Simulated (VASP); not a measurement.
# Pd (I4/mmm) in VASP: notebook

Pd is run at these levels: PBE; tasks: single point.

All numbers are computed with VASP 6.6.1; they aren't measurements. Logs are shortened: lines on timing, memory, paths and dates and some standing lists are left out, and cuts for length are marked.

## Step 1: The cell of the first run

The structure is tetragonal, space group I4/mmm (No. 139). The conventional cell has a = 2.640 Å, b = 2.640 Å, c = 3.890 Å, α = 90.00°, β = 90.00°, γ = 90.00°. Within 3.5 Å of Pd (site symmetry 4/mmm) lie 12 Pd at 2.64 to 2.70 Å.

## Step 2: Single point, PBE (strain -0.040 along x and y, +0.000 along z)

The input, INCAR:

```
SYSTEM = Pd
  PREC = Accurate
  ENCUT = 520
  EDIFF = 1E-6
  ISMEAR = 0
  SIGMA = 0.15
  LREAL = .FALSE.
  LASPH = .TRUE.
  NELM = 60
  ALGO = Fast
  ISIF = 2
  LWAVE = .FALSE.
  LCHARG = .FALSE.
  GGA = PE
  NBANDS = 11
```

The input, KPOINTS:

```
regular mesh
0
G
  20 20 20
  0 0 0
```

The input, POSCAR:

```
Pd
1.0
    0.0000000000      1.8671040000      1.9449000000
    1.8671040000      0.0000000000      1.9449000000
    1.8671040000      1.8671040000      0.0000000000
Pd
1
Direct
    0.0000000000      0.0000000000      0.0000000000
```

Potentials or basis: VASP PAW PBE potentials, release 64 (Pd).

Run with:

```bash
$ cat potpaw_PBE.64/Pd/POTCAR > POTCAR
$ mpirun -np 1 vasp_std > vasp.out
```

OUTCAR:

```text
SYSTEM = Pd
   PREC = Accurate
   ENCUT = 520
   EDIFF = 1E-6
   ISMEAR = 0
   LREAL = .FALSE.
   LASPH = .TRUE.
   NELM = 60
   ISIF = 2
   GGA = PE

 ion  position               nearest neighbor table
   1  0.000  0.000  0.000-

  LATTYP: Found a body centered tetragonal cell.
 ALAT       =     2.6404837992
 C/A-ratio  =     1.4731391275

  Lattice vectors:

 A1 = (  -1.8671040000,   0.0000000000,   1.9449000000)
 A2 = (   1.8671040000,   0.0000000000,   1.9449000000)
 A3 = (   0.0000000000,   1.8671040000,  -1.9449000000)

Analysis of symmetry for initial positions (statically):
=====================================================================
 Subroutine PRICEL returns:
 Original cell was already a primitive cell.

 Routine SETGRP: Setting up the symmetry group for a
 body centered tetragonal supercell.

 Subroutine GETGRP returns: Found 16 space group operations
 (whereof 16 operations were pure point group operations)
 out of a pool of 16 trial point group operations.

The static configuration has the point symmetry D_4h.

Analysis of symmetry for dynamics (positions and initial velocities):
=====================================================================
 Subroutine PRICEL returns:
 Original cell was already a primitive cell.

 Routine SETGRP: Setting up the symmetry group for a
 body centered tetragonal supercell.

 Subroutine GETGRP returns: Found 16 space group operations
 (whereof 16 operations were pure point group operations)
 out of a pool of 16 trial point group operations.

The dynamic configuration has the point symmetry D_4h.

 Subroutine INISYM returns: Found 16 space group operations
 (whereof 16 operations are pure point group operations),
 and found     1 'primitive' translations

----------------------------------------------------------------------------------------

                                     Primitive cell

  volume of cell :      13.5601

  direct lattice vectors                    reciprocal lattice vectors
     0.000000000  1.867104000  1.944900000    -0.267794402  0.267794402  0.257082626
     1.867104000  0.000000000  1.944900000     0.267794402 -0.267794402  0.257082626
     1.867104000  1.867104000  0.000000000     0.267794402  0.267794402 -0.257082626

  length of vectors
     2.696055147  2.696055147  2.640483799     0.457732630  0.457732630  0.457732630

  position of ions in fractional coordinates (direct lattice)
     0.000000000  0.000000000  0.000000000

  ion indices of the primitive-cell ions
   primitive index   ion index
                 1           1

----------------------------------------------------------------------------------------

 KPOINTS: regular mesh

Automatic generation of k-mesh.
 Grid dimensions read from file:
 generate k-points for:   20   20   20

 Generating k-lattice:

  Cartesian coordinates                     Fractional coordinates (reciprocal lattice)
    -0.013389720  0.013389720  0.012854131     0.050000000  0.000000000  0.000000000
     0.013389720 -0.013389720  0.012854131     0.000000000  0.050000000  0.000000000
     0.013389720  0.013389720 -0.012854131     0.000000000  0.000000000  0.050000000

  Length of vectors
     0.022886632  0.022886632  0.022886632

  Shift w.r.t. Gamma in fractional coordinates (k-lattice)
     0.000000000  0.000000000  0.000000000

 Subroutine IBZKPT returns following result:
 ===========================================

 Found    641 irreducible k-points:

 Following reciprocal coordinates:
            Coordinates               Weight
  0.000000  0.000000  0.000000      1.000000
  0.050000  0.000000  0.000000      8.000000
  0.100000 -0.000000  0.000000      8.000000
  0.150000  0.000000  0.000000      8.000000
  0.200000 -0.000000  0.000000      8.000000
  0.250000  0.000000  0.000000      8.000000
[... 16 lines left out ...]
 -0.400000  0.050000  0.000000      8.000000
 -0.350000  0.050000  0.000000      8.000000
 [... further k-points ...]
   k-points           NKPTS =    641   k-points in BZ     NKDIM =    641   number of bands    NBANDS=     11
   number of dos      NEDOS =    301   number of ions     NIONS =      1
   total plane-waves  NPLWV =   8000
   dimension x,y,z NGX =    20 NGY =   20 NGZ =   20
   dimension x,y,z NGXF=    40 NGYF=   40 NGZF=   40
   ions per type =               1
   NGX,Y,Z   is equivalent  to a cutoff of  12.33, 12.33, 12.59 a.u.
   NGXF,Y,Z  is equivalent  to a cutoff of  24.67, 24.67, 25.18 a.u.
 SYSTEM =  Pd
   PREC   = accura    normal or accurate (medium, high low for compatibility)
   ISTART =      0    job   : 0-new  1-cont  2-samecut
   ICHARG =      2    charge: 1-file 2-atom 10-const
   ISPIN  =      1    spin polarized calculation?
   LNONCOLLINEAR =      F non collinear calculations
   LSORBIT =      F    spin-orbit coupling
   LASPH  =      T    aspherical Exc in radial PAW
   ENCUT  =  520.0 eV  38.22 Ry    6.18 a.u.   5.01  5.01  4.91*2*pi/ulx,y,z
   NELM   =     60;   NELMIN=  2; NELMDL= -5     # of ELM steps
   EDIFF  = 0.1E-05   stopping-criterion for ELM
   LREAL  =      F    real-space projection
   EDIFFG = 0.1E-04   stopping-criterion for IOM
   NSW    =      0    number of steps for IOM
   IBRION =     -1    ionic relax: 0-MD 1-quasi-New 2-CG
   NFREE  =      0    steps in history (QN), initial steepest desc. (CG)
   ISIF   =      2    stress and relaxation
   ISYM   =      2    0-nonsym 1-usesym 2-fastsym
   POTIM  = 0.5000    time-step for ionic-motion
   TEBEG  =    0.0;   TEEND  =   0.0 temperature during run
   PSTRESS=    0.0 pullay stress
   NELECT =      10.0000    total number of electrons
   NUPDOWN=      -1.0000    fix difference up-down
   EMIN   =  10.00;   EMAX   =-10.00  energy-range for DOS
   EFERMI =   0.00;   METHOD = LEGACY
   ISMEAR =     0;   SIGMA  =   0.15  broadening in eV -4-tet -1-fermi 0-gaus
   EFERMI_NEDOS =   21; number of points for ismear=-14 and -15
   IALGO  =     68    algorithm
   IMIX   =      4    mixing-type and parameters
     AMIX     =   0.40;   BMIX     =  1.00
     AMIX_MAG =   1.60;   BMIX_MAG =  1.00
  volume/ion in A,a.u.               =      13.56        91.51
  Fermi-wavevector in a.u.,A,eV,Ry     =   1.479063  2.795024 29.764486  2.187628
  Thomas-Fermi vector in A             =   2.593267
   LORBIT       =      0    0 simple, 1 ext, 2 COOP (PROOUT), +10 PAW based schemes
   GGA     = PE    functional components
   LHFCALC =     F    Hartree Fock is set to
   AEXX    =    0.0000 exact exchange contribution
   IVDW    =     0    specifies the selected vdW correction
   LEPSILON=     F    determine dielectric tensor
   LRPA    =     F    only Hartree local field effects (RPA)
 non-spin polarized calculation
 RMM-DIIS sequential band-by-band and
 Gauss-broadening in eV      SIGMA  =   0.15
  energy-cutoff  :      520.00
  volume of cell :       13.56
 maximum number of plane-waves:       379
   NGX =  9   NGY =  9   NGZ =  9

 number of electron      10.0000000 magnetization

 Free energy of the ion-electron system (eV)
  ---------------------------------------------------
  ext. energy  EPLUGINS =         0.00000000
  ---------------------------------------------------
  free energy    TOTEN  =        -5.08937681 eV

  energy without entropy =       -5.06524457  energy(sigma->0) =       -5.07731069

 E-fermi :  11.2674     XC(G=0): -13.7183

 val. band max:       11.2663336057   @ k =  -0.4500   0.0500   0.2000
 cond. band min:      11.2685812594   @ k =  -0.4500   0.0000   0.3000
 fundamental gap:      0.0022476537
 Fermi energy:        11.2673739976

 k-point     1 :       0.0000    0.0000    0.0000
  band No.  band energies     occupation
      1       3.4636      2.00000
      2       7.7367      2.00000
      3       8.1768      2.00000
      4       8.1768      2.00000
      5       9.6258      2.00000
      6      10.0956      2.00000
      7      28.4996      0.00000
      8      32.9951      0.00000
      9      34.1189      0.00000
     10      34.1189      0.00000
     11      39.2162      0.00000

 k-point     2 :       0.0500    0.0000    0.0000
  band No.  band energies     occupation
      1       3.5621      2.00000
      2       7.7513      2.00000
      3       8.1596      2.00000
      4       8.2127      2.00000
      5       9.6125      2.00000
      6      10.0718      2.00000
      7      28.6215      0.00000
      8      32.8001      0.00000
      9      33.7976      0.00000
     10      34.2466      0.00000
     11      37.3734      0.00000

 k-point     3 :       0.1000   -0.0000    0.0000
  band No.  band energies     occupation
      1       3.8481      2.00000
      2       7.7620      2.00000
      3       8.1436      2.00000
      4       8.3109      2.00000
      5       9.5882      2.00000
      6      10.0122      2.00000
      7      28.9392      0.00000
      8      31.6995      0.00000
      9      33.8983      0.00000
     10      34.6157      0.00000
     11      37.2207      0.00000

 k-point     4 :       0.1500    0.0000    0.0000
  band No.  band energies     occupation
      1       4.2871      2.00000
      2       7.7272      2.00000
      3       8.1775      2.00000
      4       8.4392      2.00000
      5       9.5997      2.00000
      6       9.9545      2.00000
      7      29.2124      0.00000
      8      30.2890      0.00000
      9      34.4238      0.00000
     10      35.1797      0.00000
     11      38.9378      0.00000
[... 239 lines left out ...]
 k-point    22 :      -0.4500    0.0500    0.0000
  band No.  band energies     occupation
      1       5.3595      2.00000
      2       7.7311      2.00000
      3       8.2235      2.00000
      4      10.7040      2.00000
      5      11.0769      1.92748
      6      12.6587      0.00000
      7      19.5371      0.00000
      8      27.8846      0.00000
      9      32.4245      0.00000
     10      33.7463      0.00000
     11      39.3396      0.00000

 k-point    23 :      -0.4000    0.0500    0.0000
  band No.  band energies     occupation
      1       5.4096      2.00000
      2       7.7980      2.00000
      3       8.2692      2.00000
      4      10.3306      2.00000
      5      10.8650      1.99985
      6      12.0704      0.00000
      7      20.6478      0.00000
      8      28.1054      0.00000
      9      32.6543      0.00000
     10      34.4372      0.00000
     11      39.1189      0.00000

 k-point    24 :      -0.3500    0.0500    0.0000
  band No.  band energies     occupation
      1       5.4808      2.00000
      2       7.8974      2.00000
      3       8.3579      2.00000
      4       9.6086      2.00000
      5      10.5672      2.00000
      6      11.4257      0.13556
      7      22.2614      0.00000
      8      28.5073      0.00000
      9      33.2078      0.00000
     10      35.4596      0.00000
     11      38.3393      0.00000

 [... further k-points ...]

------------------------ aborting loop because EDIFF is reached ----------------------------------------

  FORCE on cell =-STRESS in cart. coord.  units (eV):
  Direction    XX          YY          ZZ          XY          YZ          ZX
  --------------------------------------------------------------------------------------
  -------------------------------------------------------------------------------------
  Total        2.5177239      2.5177239      2.1874653      0.0000000      0.0000000      0.0000000
  in kB      297.4776832    297.4776832    258.4565028      0.0000000      0.0000000      0.0000000
  external PRESSURE =     284.4706231 kB  Pullay stress =       0.0000000 kB

 VOLUME and BASIS-vectors are now :
 -----------------------------------------------------------------------------
  energy-cutoff  :      520.00
  volume of cell :       13.56
      direct lattice vectors                 reciprocal lattice vectors
     0.000000000  1.867104000  1.944900000    -0.267794402  0.267794402  0.257082626
     1.867104000  0.000000000  1.944900000     0.267794402 -0.267794402  0.257082626
     1.867104000  1.867104000  0.000000000     0.267794402  0.267794402 -0.257082626

 POSITION                                       TOTAL-FORCE (eV/Angst)
 -----------------------------------------------------------------------------------
      0.00000      0.00000      0.00000         0.000000     -0.000000      0.000000
 -----------------------------------------------------------------------------------
    total drift:                                0.000000     -0.000000      0.000000

  FREE ENERGIE OF THE ION-ELECTRON SYSTEM (eV)
  ---------------------------------------------------
  free  energy   TOTEN  =        -5.0893768055 eV

  energy  without entropy=       -5.0652445695  energy(sigma->0) =       -5.07731069
```

Wall time 31 s (1 thread of Intel Xeon 6975P-C (Granite Rapids), shared host); peak memory 0.2 GiB.

Results:

```yaml
Free_energy: -5.0894 eV
Pressure: 28.4 GPa
Band_gap_on_the_k_mesh: zero (band 5 reaches 11.79 eV, above the bottom of band 6 at 9.82 eV)
```

Caveat: the cell differs from its parent crystal (strain -0.040 along x and y, +0.000 along z).

## Step 3: Single point, PBE (strain +0.000 along x and y, -0.040 along z)

The input, INCAR:

```
SYSTEM = Pd
ALGO = Normal ; EDIFF = 1E-7
ENCUT = 520 ; GGA = PE
ISIF = 2 ; ISMEAR = 0
LASPH = .TRUE. ; LCHARG = .FALSE.
LREAL = .FALSE. ; LWAVE = .FALSE.
NBANDS = 11 ; NELM = 100
PREC = Accurate ; SIGMA = 0.15
```

The input, KPOINTS:

```
k-points
0
G
  20 20 20
  0 0 0
```

The input, POSCAR:

```
Pd
1.0
    0.0000000000      1.9449000000      1.8671040000
    1.9449000000      0.0000000000      1.8671040000
    1.9449000000      1.9449000000      0.0000000000
Pd
1
Direct
    0.0000000000      0.0000000000      0.0000000000
```

Potentials or basis: VASP PAW PBE potentials, release 64 (Pd).

Run with:

```bash
$ cat potpaw_PBE.64/Pd/POTCAR > POTCAR
$ mpirun -np 1 vasp_std > vasp.out
```

Wall time 32 s (1 thread of Intel Xeon 6975P-C (Granite Rapids), shared host); peak memory 0.21 GiB.

Results (log left out):

* Free energy: -5.1697 eV
* Pressure: 16.8 GPa
* Band gap on the k mesh: zero (band 5 reaches 10.97 eV, above the bottom of band 6 at 9.13 eV)

Stress tensor (GPa, compression positive):
```
16.11  0.00  0.00
 0.00 16.11  0.00
 0.00  0.00 18.31
```

Levels at points of the mesh, in eV from the Fermi level:
| k point | band 3 | band 4 | band 5 | band 6 | band 7 | band 8 |
| --- | --- | --- | --- | --- | --- | --- |
| (0.00, 0.00, 0.00) | -3.16 | -2.77 | -1.53 | -1.11 | 17.24 | 21.88 |
| (0.50, 0.00, 0.00) | -2.89 | -0.11 | 0.08 | 0.93 | 7.70 | 16.54 |
| (0.50, 0.50, 0.00) | -0.05 | 0.33 | 0.33 | 3.93 | 12.00 | 12.95 |
| (0.50, 0.00, 0.50) | -0.06 | 0.17 | 0.45 | 3.09 | 10.87 | 13.58 |

Caveat: the cell differs from its parent crystal (strain +0.000 along x and y, -0.040 along z).
